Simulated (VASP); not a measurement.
# MgSi4N2 (Immm) in VASP: a series of runs

MgSi4N2 is run at these levels: PBE; tasks: single point, relaxation of cell and atoms.

All numbers are computed with VASP 6.6.1; they aren't measurements. Logs are shortened: lines on timing, memory, paths and dates and some standing lists are left out, and cuts for length are marked.

## (1) The cell of the first run

Symmetry: Immm, No. 71, orthorhombic system. The conventional cell has a = 2.794 Å, b = 4.734 Å, c = 7.922 Å, α = 90.00°, β = 90.00°, γ = 90.00°. Mg (site symmetry mmm) has 4 N at 2.09 Å and 12 Si at 2.45 to 2.65 Å and 2 Mg at 2.79 Å within 2.8 Å. Si (site symmetry m) has 3 Si at 1.66 to 1.72 Å and 1 N at 1.67 Å within 2.2 Å. Within 2.2 Å of N (site symmetry m2m) lie 1 N at 1.62 Å and 2 Si at 1.67 Å and 2 Mg at 2.09 Å.

## (2) Single point, PBE

File INCAR:

```
PREC = Accurate
ENCUT = 520
EDIFF = 1E-6
ISMEAR = 0
SIGMA = 0.1
LREAL = False
LASPH = True
NELM = 100
ALGO = Normal
ISIF = 2
LWAVE = False
LCHARG = False
GGA = PE
NBANDS = 23
```

File KPOINTS:

```
Automatic mesh
0
Gamma
  8 8 8
```

File POSCAR:

```
MgSi4N2
1.0
   -1.3971101700      2.3669189300      3.9612067100
    1.3971101700     -2.3669189300      3.9612067100
    1.3971101700      2.3669189300     -3.9612067100
Mg Si N
1 4 2
Direct
    0.0000000000      0.5000000000      0.5000000000
    0.8915721100      0.2101918600      0.6813802500
    0.4711883900      0.7898081400      0.6813802500
    0.5288116100      0.2101918600      0.3186197500
    0.1084278900      0.7898081400      0.3186197500
    0.3290336300      0.0000000000      0.3290336300
    0.6709663700      0.0000000000      0.6709663700
```

Potentials or basis: VASP PAW PBE potentials, release 64 (Mg, Si, N).

Command:

```sh
$ cat potpaw_PBE.64/Mg/POTCAR potpaw_PBE.64/Si/POTCAR potpaw_PBE.64/N/POTCAR > POTCAR
$ mpirun -np 1 vasp_std > vasp.out
```

OUTCAR:

```text
PREC = Accurate
   ENCUT = 520
   EDIFF = 1E-6
   ISMEAR = 0
   LREAL = False
   LASPH = True
   NELM = 100
   ISIF = 2
   GGA = PE

 ion  position               nearest neighbor table
   1  0.000  0.500  0.500-   6 2.09   7 2.09   6 2.09   7 2.09   5 2.45   2 2.45   3 2.45   4 2.45
                             4 2.65   3 2.65   4 2.65   3 2.65   2 2.65   5 2.65   2 2.65   5 2.65
   2  0.892  0.210  0.681-   5 1.66   5 1.66   7 1.67   4 1.72   6 2.36   1 2.45   1 2.65   1 2.65
                             3 2.82   3 2.82   3 2.82   3 2.82   4 3.02
   3  0.471  0.790  0.681-   4 1.66   4 1.66   7 1.67   5 1.72   6 2.36   1 2.45   1 2.65   1 2.65
                             2 2.82   2 2.82   2 2.82   2 2.82   5 3.02
   4  0.529  0.210  0.319-   3 1.66   3 1.66   6 1.67   2 1.72   7 2.36   1 2.45   1 2.65   1 2.65
                             5 2.82   5 2.82   5 2.82   5 2.82   2 3.02
   5  0.108  0.790  0.319-   2 1.66   2 1.66   6 1.67   3 1.72   7 2.36   1 2.45   1 2.65   1 2.65
                             4 2.82   4 2.82   4 2.82   4 2.82   3 3.02
   6  0.329  0.000  0.329-   7 1.62   4 1.67   5 1.67   1 2.09   1 2.09   3 2.36   2 2.36
   7  0.671  0.000  0.671-   6 1.62   3 1.67   2 1.67   1 2.09   1 2.09   4 2.36   5 2.36

  LATTYP: Found a body centered orthorhombic cell.
 ALAT       =     2.7942203400
 B/A-ratio  =     1.6941533895
 C/A-ratio  =     2.8352858601

  Lattice vectors:

 A1 = (  -1.3971101700,   2.3669189300,   3.9612067100)
 A2 = (   1.3971101700,  -2.3669189300,   3.9612067100)
 A3 = (   1.3971101700,   2.3669189300,  -3.9612067100)

Analysis of symmetry for initial positions (statically):
=====================================================================
 Subroutine PRICEL returns:
 Original cell was already a primitive cell.

 Routine SETGRP: Setting up the symmetry group for a
 body centered orthorhombic supercell.

 Subroutine GETGRP returns: Found  8 space group operations
 (whereof  8 operations were pure point group operations)
 out of a pool of  8 trial point group operations.

The static configuration has the point symmetry D_2h.

Analysis of symmetry for dynamics (positions and initial velocities):
=====================================================================
 Subroutine PRICEL returns:
 Original cell was already a primitive cell.

 Routine SETGRP: Setting up the symmetry group for a
 body centered orthorhombic supercell.

 Subroutine GETGRP returns: Found  8 space group operations
 (whereof  8 operations were pure point group operations)
 out of a pool of  8 trial point group operations.

The dynamic configuration has the point symmetry D_2h.

 Subroutine INISYM returns: Found  8 space group operations
 (whereof  8 operations are pure point group operations),
 and found     1 'primitive' translations

----------------------------------------------------------------------------------------

                                     Primitive cell

  volume of cell :      52.3964

  direct lattice vectors                    reciprocal lattice vectors
    -1.397110170  2.366918930  3.961206710     0.000000000  0.211245089  0.126224163
     1.397110170 -2.366918930  3.961206710     0.357881584  0.000000000  0.126224163
     1.397110170  2.366918930 -3.961206710     0.357881584  0.211245089  0.000000000

  length of vectors
     4.821346352  4.821346352  4.821346352     0.246083374  0.379488823  0.415576365

  position of ions in fractional coordinates (direct lattice)
     0.000000000  0.500000000  0.500000000
     0.891572110  0.210191860  0.681380250
     0.471188390  0.789808140  0.681380250
     0.528811610  0.210191860  0.318619750
     0.108427890  0.789808140  0.318619750
     0.329033630  0.000000000  0.329033630
     0.670966370  0.000000000  0.670966370

  ion indices of the primitive-cell ions
   primitive index   ion index
                 1           1
                 2           2
                 3           3
                 4           4
                 5           5
                 6           6
                 7           7

----------------------------------------------------------------------------------------

 KPOINTS: Automatic mesh

Automatic generation of k-mesh.
 Grid dimensions read from file:
 generate k-points for:    8    8    8

 Generating k-lattice:

  Cartesian coordinates                     Fractional coordinates (reciprocal lattice)
     0.000000000  0.026405636  0.015778020     0.125000000  0.000000000  0.000000000
     0.044735198  0.000000000  0.015778020    -0.000000000  0.125000000  0.000000000
     0.044735198  0.026405636  0.000000000    -0.000000000  0.000000000  0.125000000

  Length of vectors
     0.030760422  0.047436103  0.051947046

  Shift w.r.t. Gamma in fractional coordinates (k-lattice)
     0.000000000  0.000000000  0.000000000

 Subroutine IBZKPT returns following result:
 ===========================================

 Found     95 irreducible k-points:

 Following reciprocal coordinates:
            Coordinates               Weight
  0.000000  0.000000  0.000000      1.000000
  0.125000  0.000000 -0.000000      4.000000
  0.250000  0.000000 -0.000000      4.000000
  0.375000  0.000000  0.000000      4.000000
  0.500000  0.000000 -0.000000      2.000000
 -0.000000  0.125000  0.000000      4.000000
[... 16 lines left out ...]
  0.125000  0.375000  0.000000      8.000000
  0.250000  0.375000 -0.000000      8.000000
 [... further k-points ...]
   k-points           NKPTS =     95   k-points in BZ     NKDIM =     95   number of bands    NBANDS=     23
   number of dos      NEDOS =    301   number of ions     NIONS =      7
   total plane-waves  NPLWV =  46656
   dimension x,y,z NGX =    36 NGY =   36 NGZ =   36
   dimension x,y,z NGXF=    72 NGYF=   72 NGZF=   72
   ions per type =               1   4   2
   NGX,Y,Z   is equivalent  to a cutoff of  12.41, 12.41, 12.41 a.u.
   NGXF,Y,Z  is equivalent  to a cutoff of  24.83, 24.83, 24.83 a.u.
 SYSTEM =  unknown system
   PREC   = accura    normal or accurate (medium, high low for compatibility)
   ISTART =      0    job   : 0-new  1-cont  2-samecut
   ICHARG =      2    charge: 1-file 2-atom 10-const
   ISPIN  =      1    spin polarized calculation?
   LNONCOLLINEAR =      F non collinear calculations
   LSORBIT =      F    spin-orbit coupling
   LASPH  =      T    aspherical Exc in radial PAW
   ENCUT  =  520.0 eV  38.22 Ry    6.18 a.u.   8.96  8.96  8.96*2*pi/ulx,y,z
   NELM   =    100;   NELMIN=  2; NELMDL= -5     # of ELM steps
   EDIFF  = 0.1E-05   stopping-criterion for ELM
   LREAL  =      F    real-space projection
   EDIFFG = 0.1E-04   stopping-criterion for IOM
   NSW    =      0    number of steps for IOM
   IBRION =     -1    ionic relax: 0-MD 1-quasi-New 2-CG
   NFREE  =      0    steps in history (QN), initial steepest desc. (CG)
   ISIF   =      2    stress and relaxation
   ISYM   =      2    0-nonsym 1-usesym 2-fastsym
   POTIM  = 0.5000    time-step for ionic-motion
   TEBEG  =    0.0;   TEEND  =   0.0 temperature during run
   PSTRESS=    0.0 pullay stress
   NELECT =      28.0000    total number of electrons
   NUPDOWN=      -1.0000    fix difference up-down
   EMIN   =  10.00;   EMAX   =-10.00  energy-range for DOS
   EFERMI =   0.00;   METHOD = LEGACY
   ISMEAR =     0;   SIGMA  =   0.10  broadening in eV -4-tet -1-fermi 0-gaus
   EFERMI_NEDOS =   21; number of points for ismear=-14 and -15
   IALGO  =     38    algorithm
   IMIX   =      4    mixing-type and parameters
     AMIX     =   0.40;   BMIX     =  1.00
     AMIX_MAG =   1.60;   BMIX_MAG =  1.00
  volume/ion in A,a.u.               =       7.49        50.51
  Fermi-wavevector in a.u.,A,eV,Ry     =   1.328496  2.510494 24.012953  1.764902
  Thomas-Fermi vector in A             =   2.457729
   LORBIT       =      0    0 simple, 1 ext, 2 COOP (PROOUT), +10 PAW based schemes
   GGA     = PE    functional components
   LHFCALC =     F    Hartree Fock is set to
   AEXX    =    0.0000 exact exchange contribution
   IVDW    =     0    specifies the selected vdW correction
   LEPSILON=     F    determine dielectric tensor
   LRPA    =     F    only Hartree local field effects (RPA)
 non-spin polarized calculation
 Gauss-broadening in eV      SIGMA  =   0.10
  energy-cutoff  :      520.00
  volume of cell :       52.40
 maximum number of plane-waves:      1424
   NGX = 17   NGY = 17   NGZ = 17

 number of electron      27.9999999 magnetization

 Free energy of the ion-electron system (eV)
  ---------------------------------------------------
  ext. energy  EPLUGINS =         0.00000000
  ---------------------------------------------------
  free energy    TOTEN  =         0.04440260 eV

  energy without entropy =        0.05207404  energy(sigma->0) =        0.04823832

 E-fermi :  15.3501     XC(G=0): -13.1396

 val. band max:       15.3441820842   @ k =  -0.3750   0.3750   0.3750
 cond. band min:      15.3689674835   @ k =   0.3750   0.0000   0.0000
 fundamental gap:      0.0247853993
 Fermi energy:        15.3500770735

 k-point     1 :       0.0000    0.0000    0.0000
  band No.  band energies     occupation
      1      -6.9203      2.00000
      2      -1.0216      2.00000
      3       0.0533      2.00000
      4       1.9136      2.00000
      5       2.7301      2.00000
      6       4.7598      2.00000
[... 15 lines left out ...]
     22      23.5524      0.00000
     23      23.7939      0.00000

 k-point     2 :       0.1250    0.0000   -0.0000
  band No.  band energies     occupation
      1      -6.8490      2.00000
      2      -1.3820      2.00000
      3       0.1269      2.00000
      4       1.5359      2.00000
      5       3.0528      2.00000
      6       5.0085      2.00000
[... 15 lines left out ...]
     22      23.7604      0.00000
     23      24.0604      0.00000
[... 544 lines left out ...]
     22      23.9596      0.00000
     23      25.0666      0.00000

 k-point    24 :       0.2500    0.3750   -0.0000
  band No.  band energies     occupation
      1      -5.5306      2.00000
      2      -1.0274      2.00000
      3       0.3125      2.00000
      4       3.7699      2.00000
      5       4.3560      2.00000
      6       5.3030      2.00000
[... 15 lines left out ...]
     22      24.4366      0.00000
     23      25.3844      0.00000

 [... further k-points ...]

------------------------ aborting loop because EDIFF is reached ----------------------------------------

  FORCE on cell =-STRESS in cart. coord.  units (eV):
  Direction    XX          YY          ZZ          XY          YZ          ZX
  --------------------------------------------------------------------------------------
  -------------------------------------------------------------------------------------
  Total      132.5674790    116.6398855     75.2887995      0.0000000      0.0000000      0.0000000
  in kB     4053.6481086   3566.6141845   2302.1807597      0.0000000      0.0000000      0.0000000
  external PRESSURE =    3307.4810176 kB  Pullay stress =       0.0000000 kB

 VOLUME and BASIS-vectors are now :
 -----------------------------------------------------------------------------
  energy-cutoff  :      520.00
  volume of cell :       52.40
      direct lattice vectors                 reciprocal lattice vectors
    -1.397110170  2.366918930  3.961206710     0.000000000  0.211245089  0.126224163
     1.397110170 -2.366918930  3.961206710     0.357881584  0.000000000  0.126224163
     1.397110170  2.366918930 -3.961206710     0.357881584  0.211245089  0.000000000

 POSITION                                       TOTAL-FORCE (eV/Angst)
 -----------------------------------------------------------------------------------
      1.39711      0.00000      0.00000         0.000000      0.000000     -0.000000
      0.00000      3.22554      1.66523        -0.000000      1.809019    -16.295658
      1.39711      0.85862      2.29598        -0.000000      1.809019     16.295658
      0.00000      1.50829      1.66523         0.000000     -1.809019    -16.295658
      1.39711     -0.85862      2.29598         0.000000     -1.809019     16.295658
      0.00000      1.55759      0.00000         0.000000     -1.863024     -0.000000
      0.00000      3.17625      0.00000         0.000000      1.863024     -0.000000
 -----------------------------------------------------------------------------------
    total drift:                               -0.000000     -0.000000      0.000000

  FREE ENERGIE OF THE ION-ELECTRON SYSTEM (eV)
  ---------------------------------------------------
  free  energy   TOTEN  =         0.0444025962 eV

  energy  without entropy=        0.0520740387  energy(sigma->0) =        0.04823832
```

It took 93 s on 1 thread of Intel Xeon Platinum 8488C (Sapphire Rapids), shared host; peak memory 0.27 GiB.

What came out:

- Free energy: 0.0444 eV
- Pressure: 330.7 GPa
- Largest force: 16.396 eV/Å
- Band gap on the k mesh: zero (band 14 reaches 16.57 eV, above the bottom of band 15 at 14.57 eV)

Forces on the atoms (eV/Å):
```
Mg    0.000   0.000   0.000
Si    0.000   1.809 -16.296
Si    0.000   1.809  16.296
Si    0.000  -1.809 -16.296
Si    0.000  -1.809  16.296
N     0.000  -1.863   0.000
N     0.000   1.863   0.000
```

Levels at points of the mesh, in eV from the Fermi level:
```csv
k point,band 10,band 11,band 12,band 13,band 14,band 15,band 16,band 17,band 18,band 19
"(0.00, 0.00, 0.00)",-2.84,-2.62,-1.45,0.32,1.18,1.55,1.72,2.27,3.62,4.27
"(0.50, 0.00, 0.00)",-3.24,-3.03,-1.84,-1.15,-0.82,-0.47,-0.36,2.59,4.78,6.27
"(0.00, 0.50, 0.00)",-6.79,-6.62,-5.84,-2.37,-1.22,1.69,1.97,2.90,4.00,4.13
"(0.50, 0.50, 0.00)",-6.87,-5.44,-2.24,-1.33,-0.82,-0.58,1.48,1.89,2.74,3.35
"(0.50, 0.50, 0.50)",-3.54,-2.14,-1.24,-0.95,0.88,1.77,2.06,2.15,2.37,3.58
```

Caveat: forces of over 1 eV/Å act on the atoms, so gaps and moduli don't describe the material at rest.

[end of part 1 of 3]
